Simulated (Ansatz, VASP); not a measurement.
Two plane-wave programs on KCl

```
CELL_PARAMETERS angstrom
0.00000 3.14485 3.14485
3.14485 0.00000 3.14485
3.14485 3.14485 0.00000
ATOMIC_POSITIONS crystal
K 0.00000 0.00000 0.00000
Cl 0.50000 0.50000 0.50000
```

Alike in both runs: task single point; functional PBE; k mesh 8 × 8 × 8; occupations fermi-dirac, width 0.02 eV; no spin polarisation.

```csv
,VASP,Ansatz
version,VASP 6.6.1,Ansatz 0.2.0
potentials or method,"VASP PAW PBE potentials, release 64 (K_sv, Cl)","plane waves, PAW"
plane-wave cutoff (eV),520,420
valence electrons in the cell,16,16
```

|  | VASP | Ansatz | Ansatz less VASP |
| --- | --- | --- | --- |
| gap on the k mesh at the Fermi level (eV) | 5.19 | 5.19 | +0.002 |
| pressure (GPa) | 0.8 | 0.8 | -0.03 |
